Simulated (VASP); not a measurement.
# SiO2 (P4_12_12) in VASP: notebook

Aim: see how the results for SiO2 move with the level of theory and the settings. Levels: PBE, r2SCAN. Tasks: electric field gradients.

Program: VASP 6.6.1. These are calculated values, not measurements. Logs are shortened: lines on timing, memory, paths and dates and some standing lists are left out, and cuts for length are marked.

## 1. The cell of the first run

Symmetry: P4_12_12, No. 92, tetragonal system. The conventional cell has a = 4.982 Å, b = 4.982 Å, c = 6.963 Å, α = 90.00°, β = 90.00°, γ = 90.00°. Si (site symmetry 2) has 4 O at 1.60 to 1.61 Å within 2.1 Å. Within 2.1 Å of O (site symmetry 1) lie 2 Si at 1.60 to 1.61 Å.

## 2. Electric field gradients, PBE

The input, INCAR:

```
ALGO = Normal
EDIFF = 1E-8
ENCUT = 520
GGA = PE
ISIF = 2
ISMEAR = -1
LASPH = T
LCHARG = F
LEFG = T
LREAL = F
LWAVE = F
NBANDS = 44
NELM = 100
PREC = Accurate
SIGMA = 0.02
```

The input, KPOINTS:

```
k-points
0
Gamma
  5 5 4
```

The input, POSCAR:

```
SiO2
1.0
    4.9820000000      0.0000000000      0.0000000000
    0.0000000000      4.9820000000      0.0000000000
    0.0000000000      0.0000000000      6.9630000000
Si O
4 8
Direct
    0.2989700000      0.2989700000      0.0000000000
    0.2010300000      0.7989700000      0.2500000000
    0.7010300000      0.7010300000      0.5000000000
    0.7989700000      0.2010300000      0.7500000000
    0.2398900000      0.1034700000      0.1781300000
    0.3965300000      0.7398900000      0.4281300000
    0.7601100000      0.8965300000      0.6781300000
    0.6034700000      0.2601100000      0.9281300000
    0.7398900000      0.3965300000      0.5718700000
    0.8965300000      0.7601100000      0.3218700000
    0.2601100000      0.6034700000      0.0718700000
    0.1034700000      0.2398900000      0.8218700000
```

Potentials or basis: VASP PAW PBE potentials, release 64 (Si, O).

Run with:

```sh
> cat potpaw_PBE.64/Si/POTCAR potpaw_PBE.64/O/POTCAR > POTCAR
> mpirun -np 1 vasp_std > vasp.out
```

OUTCAR:

```text
EDIFF = 1E-8
   ENCUT = 520
   GGA = PE
   ISIF = 2
   ISMEAR = -1
   LASPH = T
   LREAL = F
   NELM = 100
   PREC = Accurate

 ion  position               nearest neighbor table
   1  0.299  0.299  0.000-   5 1.60  12 1.60  11 1.61   8 1.61   2 3.08   4 3.08   2 3.08   4 3.08

   2  0.201  0.799  0.250-   6 1.60  11 1.60  10 1.61   5 1.61   1 3.08   3 3.08   1 3.08   3 3.08

   3  0.701  0.701  0.500-   7 1.60  10 1.60   9 1.61   6 1.61   2 3.08   4 3.08   4 3.08   2 3.08

   4  0.799  0.201  0.750-   8 1.60   9 1.60   7 1.61  12 1.61   1 3.08   3 3.08   3 3.08   1 3.08

   5  0.240  0.103  0.178-   1 1.60   2 1.61
   6  0.397  0.740  0.428-   2 1.60   3 1.61
   7  0.760  0.897  0.678-   3 1.60   4 1.61
   8  0.603  0.260  0.928-   4 1.60   1 1.61
   9  0.740  0.397  0.572-   4 1.60   3 1.61
  10  0.897  0.760  0.322-   3 1.60   2 1.61
  11  0.260  0.603  0.072-   2 1.60   1 1.61
  12  0.103  0.240  0.822-   1 1.60   4 1.61

  LATTYP: Found a simple tetragonal cell.
 ALAT       =     4.9820000000
 C/A-ratio  =     1.3976314733

  Lattice vectors:

 A1 = (   4.9820000000,   0.0000000000,   0.0000000000)
 A2 = (   0.0000000000,   4.9820000000,   0.0000000000)
 A3 = (   0.0000000000,   0.0000000000,   6.9630000000)

Analysis of symmetry for initial positions (statically):
=====================================================================
 Subroutine PRICEL returns:
 Original cell was already a primitive cell.

 Routine SETGRP: Setting up the symmetry group for a
 simple tetragonal supercell.

 Subroutine GETGRP returns: Found  8 space group operations
 (whereof  2 operations were pure point group operations)
 out of a pool of 16 trial point group operations.

The static configuration has the point symmetry C_2 .
 The point group associated with its full space group is D_4 .

Analysis of symmetry for dynamics (positions and initial velocities):
=====================================================================
 Subroutine PRICEL returns:
 Original cell was already a primitive cell.

 Routine SETGRP: Setting up the symmetry group for a
 simple tetragonal supercell.

 Subroutine GETGRP returns: Found  8 space group operations
 (whereof  2 operations were pure point group operations)
 out of a pool of 16 trial point group operations.

The dynamic configuration has the point symmetry C_2 .
 The point group associated with its full space group is D_4 .

 Subroutine INISYM returns: Found  8 space group operations
 (whereof  2 operations are pure point group operations),
 and found     1 'primitive' translations

----------------------------------------------------------------------------------------

                                     Primitive cell

  volume of cell :     172.8239

  direct lattice vectors                    reciprocal lattice vectors
     4.982000000  0.000000000  0.000000000     0.200722601  0.000000000  0.000000000
     0.000000000  4.982000000  0.000000000     0.000000000  0.200722601  0.000000000
     0.000000000  0.000000000  6.963000000     0.000000000  0.000000000  0.143616257

  length of vectors
     4.982000000  4.982000000  6.963000000     0.200722601  0.200722601  0.143616257

  position of ions in fractional coordinates (direct lattice)
     0.298970000  0.298970000  0.000000000
     0.201030000  0.798970000  0.250000000
     0.701030000  0.701030000  0.500000000
     0.798970000  0.201030000  0.750000000
     0.239890000  0.103470000  0.178130000
     0.396530000  0.739890000  0.428130000
     0.760110000  0.896530000  0.678130000
     0.603470000  0.260110000  0.928130000
     0.739890000  0.396530000  0.571870000
     0.896530000  0.760110000  0.321870000
     0.260110000  0.603470000  0.071870000
     0.103470000  0.239890000  0.821870000

  ion indices of the primitive-cell ions
   primitive index   ion index
                 1           1
                 2           2
                 3           3
                 4           4
                 5           5
                 6           6
                 7           7
                 8           8
                 9           9
                10          10
                11          11
                12          12

----------------------------------------------------------------------------------------

 KPOINTS: k-points

Automatic generation of k-mesh.
 Grid dimensions read from file:
 generate k-points for:    5    5    4

 Generating k-lattice:

[... 49 lines left out ...]
   LNONCOLLINEAR =      F non collinear calculations
   LSORBIT =      F    spin-orbit coupling
   LASPH  =      T    aspherical Exc in radial PAW
   ENCUT  =  520.0 eV  38.22 Ry    6.18 a.u.   9.26  9.26 12.95*2*pi/ulx,y,z
   NELM   =    100;   NELMIN=  2; NELMDL= -5     # of ELM steps
   EDIFF  = 0.1E-07   stopping-criterion for ELM
   LREAL  =      F    real-space projection
   EDIFFG = 0.1E-06   stopping-criterion for IOM
   NSW    =      0    number of steps for IOM
   IBRION =     -1    ionic relax: 0-MD 1-quasi-New 2-CG
   NFREE  =      0    steps in history (QN), initial steepest desc. (CG)
   ISIF   =      2    stress and relaxation
   ISYM   =      2    0-nonsym 1-usesym 2-fastsym
   POTIM  = 0.5000    time-step for ionic-motion
   TEBEG  =    0.0;   TEEND  =   0.0 temperature during run
   PSTRESS=    0.0 pullay stress
   NELECT =      64.0000    total number of electrons
   NUPDOWN=      -1.0000    fix difference up-down
   EMIN   =  10.00;   EMAX   =-10.00  energy-range for DOS
   EFERMI =   0.00;   METHOD = LEGACY
   ISMEAR =    -1;   SIGMA  =   0.02  broadening in eV -4-tet -1-fermi 0-gaus
   EFERMI_NEDOS =   21; number of points for ismear=-14 and -15
   IALGO  =     38    algorithm
   IMIX   =      4    mixing-type and parameters
     AMIX     =   0.40;   BMIX     =  1.00
     AMIX_MAG =   1.60;   BMIX_MAG =  1.00
  volume/ion in A,a.u.               =      14.40        97.19
  Fermi-wavevector in a.u.,A,eV,Ry     =   1.175620  2.221599 18.804365  1.382082
  Thomas-Fermi vector in A             =   2.311997
   LORBIT       =      0    0 simple, 1 ext, 2 COOP (PROOUT), +10 PAW based schemes
   GGA     = PE    functional components
   LHFCALC =     F    Hartree Fock is set to
   AEXX    =    0.0000 exact exchange contribution
   IVDW    =     0    specifies the selected vdW correction
   LEPSILON=     F    determine dielectric tensor
   LRPA    =     F    only Hartree local field effects (RPA)
 non-spin polarized calculation
  energy-cutoff  :      520.00
  volume of cell :      172.82
 maximum number of plane-waves:      4690
 NGX is ok and might be reduce to    40
   NGX = 19   NGY = 19   NGZ = 25

 number of electron      63.9999998 magnetization

 Free energy of the ion-electron system (eV)
  ---------------------------------------------------
  ext. energy  EPLUGINS =         0.00000000
  ---------------------------------------------------
  free energy    TOTEN  =       -94.80238841 eV

  energy without entropy =      -94.80238841  energy(sigma->0) =      -94.80238841

 E-fermi :   0.5738     XC(G=0):  -8.3757

 val. band max:        0.0863903194   @ k =   0.0000   0.0000   0.0000
 cond. band min:       5.8492827340   @ k =   0.0000   0.0000   0.0000
 fundamental gap:      5.7628924146
 Fermi energy:         0.5737564814

 k-point     1 :       0.0000    0.0000    0.0000
  band No.  band energies     occupation
      1     -19.4184      2.00000
      2     -18.5130      2.00000
      3     -18.5130      2.00000
      4     -17.3387      2.00000
      5     -17.2867      2.00000
      6     -17.2836      2.00000
[... 835 lines left out ...]
     43      10.9997      0.00000
     44      10.9997      0.00000

------------------------ aborting loop because EDIFF is reached ----------------------------------------

  FORCE on cell =-STRESS in cart. coord.  units (eV):
  Direction    XX          YY          ZZ          XY          YZ          ZX
  --------------------------------------------------------------------------------------
  -------------------------------------------------------------------------------------
  Total        6.7144489      6.7144489      7.3785161      0.0000000      0.0000000      0.0000000
  in kB       62.2468120     62.2468120     68.4030979      0.0000000      0.0000000      0.0000000
  external PRESSURE =      64.2989073 kB  Pullay stress =       0.0000000 kB

 VOLUME and BASIS-vectors are now :
 -----------------------------------------------------------------------------
  energy-cutoff  :      520.00
  volume of cell :      172.82
      direct lattice vectors                 reciprocal lattice vectors
     4.982000000  0.000000000  0.000000000     0.200722601  0.000000000  0.000000000
     0.000000000  4.982000000  0.000000000     0.000000000  0.200722601  0.000000000
     0.000000000  0.000000000  6.963000000     0.000000000  0.000000000  0.143616257

 POSITION                                       TOTAL-FORCE (eV/Angst)
 -----------------------------------------------------------------------------------
      1.48947      1.48947      0.00000         0.119046      0.119046     -0.000000
      1.00153      3.98047      1.74075        -0.119046      0.119046     -0.000000
      3.49253      3.49253      3.48150        -0.119046     -0.119046     -0.000000
      3.98047      1.00153      5.22225         0.119046     -0.119046     -0.000000
      1.19513      0.51549      1.24032        -0.078896      0.091555      0.386850
      1.97551      3.68613      2.98107        -0.091555     -0.078896      0.386850
      3.78687      4.46651      4.72182         0.078896     -0.091555      0.386850
      3.00649      1.29587      6.46257         0.091555      0.078896      0.386850
      3.68613      1.97551      3.98193        -0.078896     -0.091555     -0.386850
      4.46651      3.78687      2.24118        -0.091555      0.078896     -0.386850
      1.29587      3.00649      0.50043         0.078896      0.091555     -0.386850
      0.51549      1.19513      5.72268         0.091555     -0.078896     -0.386850
 -----------------------------------------------------------------------------------
    total drift:                                0.000000     -0.000000     -0.000000

  FREE ENERGIE OF THE ION-ELECTRON SYSTEM (eV)
  ---------------------------------------------------
  free  energy   TOTEN  =       -94.8023884115 eV

  energy  without entropy=      -94.8023884115  energy(sigma->0) =      -94.80238841

 Electric field gradients (V/A^2)
---------------------------------------------------------------------
 ion       V_xx      V_yy      V_zz      V_xy      V_xz      V_yz
---------------------------------------------------------------------
   1       0.655     0.655    -1.310    -0.032     1.603    -1.603
   2       0.655     0.655    -1.310     0.032     1.603     1.603
   3       0.655     0.655    -1.310    -0.032    -1.603     1.603
   4       0.655     0.655    -1.310     0.032    -1.603    -1.603
   5     -46.523    43.497     3.026    17.485   -12.901   -57.240
   6      43.497   -46.523     3.026   -17.485    57.240   -12.901
   7     -46.523    43.497     3.026    17.485    12.901    57.240
   8      43.497   -46.523     3.026   -17.485   -57.240    12.901
   9     -46.523    43.497     3.026   -17.485    12.901   -57.240
  10      43.497   -46.523     3.026    17.485   -57.240   -12.901
  11     -46.523    43.497     3.026   -17.485   -12.901    57.240
  12      43.497   -46.523     3.026    17.485    57.240    12.901
---------------------------------------------------------------------

 Electric field gradients after diagonalization (V/A^2)
 (convention: |V_zz| > |V_xx| > |V_yy|)
----------------------------------------------------------------------
 ion       V_xx      V_yy      V_zz     asymmetry (V_yy - V_xx)/ V_zz
----------------------------------------------------------------------
   1       2.166     0.623    -2.788       0.553
   2       2.166     0.623    -2.788       0.553
   3       2.166     0.623    -2.788       0.553
   4       2.166     0.623    -2.788       0.553
   5     -50.059   -37.435    87.495       0.144
   6     -50.059   -37.435    87.495       0.144
   7     -50.059   -37.435    87.495       0.144
   8     -50.059   -37.435    87.495       0.144
   9     -50.059   -37.435    87.495       0.144
  10     -50.059   -37.435    87.495       0.144
  11     -50.059   -37.435    87.495       0.144
  12     -50.059   -37.435    87.495       0.144
----------------------------------------------------------------------

           NMR quadrupolar parameters

 Cq : quadrupolar parameter    Cq=e*Q*V_zz/h
 eta: asymmetry parameters     (V_yy - V_xx)/ V_zz
 Q  : nuclear electric quadrupole moment in mb (millibarn)
----------------------------------------------------------------------
 ion       Cq(MHz)       eta       Q (mb)
----------------------------------------------------------------------
   1      -0.007       0.553       1.000
   2      -0.007       0.553       1.000
   3      -0.007       0.553       1.000
   4      -0.007       0.553       1.000
   5       0.212       0.144       1.000
   6       0.212       0.144       1.000
   7       0.212       0.144       1.000
   8       0.212       0.144       1.000
   9       0.212       0.144       1.000
  10       0.212       0.144       1.000
  11       0.212       0.144       1.000
  12       0.212       0.144       1.000
----------------------------------------------------------------------
```

Wall time 82 s (1 thread of Intel Xeon 6975P-C (Granite Rapids), shared host); peak memory 0.3 GiB.

What came out:

```
Free energy                             : -94.8024 eV
Pressure                                : 6.4 GPa
Largest force                           : 0.405 eV/Å
Band gap on the k mesh                  : 5.76 eV
Largest electric field gradient by atom : Si -2.8; O +87.5 V/Å²
```

Forces in eV/Å, atoms in the order of the input:
```
Si   0.119  0.119  0.000
Si  -0.119  0.119  0.000
Si  -0.119 -0.119  0.000
Si   0.119 -0.119  0.000
O   -0.079  0.092  0.387
O   -0.092 -0.079  0.387
O    0.079 -0.092  0.387
O    0.092  0.079  0.387
O   -0.079 -0.092 -0.387
O   -0.092  0.079 -0.387
O    0.079  0.092 -0.387
O    0.092 -0.079 -0.387
```

Stress tensor (GPa, compression positive):
```
6.22 0.00 0.00
0.00 6.22 0.00
0.00 0.00 6.84
```

Electric field gradients, principal values (V/Å²):
| atom | least | middle | greatest (by size) |
| --- | --- | --- | --- |
| 1 Si | 0.623 | 2.166 | -2.788 |
| 2 Si | 0.623 | 2.166 | -2.788 |
| 3 Si | 0.623 | 2.166 | -2.788 |
| 4 Si | 0.623 | 2.166 | -2.788 |
| 5 O | -37.435 | -50.059 | 87.495 |
| 6 O | -37.435 | -50.059 | 87.495 |
| 7 O | -37.435 | -50.059 | 87.495 |
| 8 O | -37.435 | -50.059 | 87.495 |
| 9 O | -37.435 | -50.059 | 87.495 |
| 10 O | -37.435 | -50.059 | 87.495 |
| 11 O | -37.435 | -50.059 | 87.495 |
| 12 O | -37.435 | -50.059 | 87.495 |

Caveat: the cell stands under pressure; without QUAD_EFG the Cq values of the log hold for a quadrupole moment of 1 mb, not for the nuclei.

(Part 1 of 2 ends here.)
